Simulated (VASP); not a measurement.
A run of VASP 6.6.1:

Contents of INCAR:

```
SYSTEM = Ga2SeS
PREC = Accurate
ENCUT = 520
EDIFF = 1E-7
ISMEAR = 0
SIGMA = 0.01
LREAL = .False.
LASPH = .True.
NELM = 100
ALGO = Normal
ISIF = 2
LWAVE = .False.
LCHARG = .False.
NBANDS = 48
```

The input KPOINTS:

```
regular mesh
0
Gamma
  6 6 2
  0 0 0
```

The input POSCAR:

```
Ga2SeS
1.0
    3.7271946800      0.0000000000      0.0000000000
   -1.8635973400      3.2278452800      0.0000000000
    0.0000000000      0.0000000000     16.2734940000
Ga Se S
4 2 2
Direct
    0.3333333290      0.6666666687      0.3227369998
    0.6666666710      0.3333333313      0.6772630002
    0.6666666710      0.3333333313      0.8292260003
    0.3333333290      0.6666666687      0.1707739997
    0.6666666710      0.3333333313      0.3969800001
    0.3333333290      0.6666666687      0.6030199999
    0.3333333290      0.6666666687      0.8926419999
    0.6666666710      0.3333333313      0.1073580001
```

Potentials or basis: VASP PAW LDA potentials, release 64 (Ga_d, Se, S).

Launch:

```console
$ cat potpaw_LDA.64/Ga_d/POTCAR potpaw_LDA.64/Se/POTCAR potpaw_LDA.64/S/POTCAR > POTCAR
$ mpirun -np 1 vasp_std > vasp.out
```

Hardware: 1 thread of AMD EPYC 7R13, on a shared host.

Problem. How long does it take, and how much memory?

Solution. Wall time 6.1 min on 1 thread of AMD EPYC 7R13 (shared host), peak memory 0.27 GiB. Counts: scf iterations 16, k points 14.
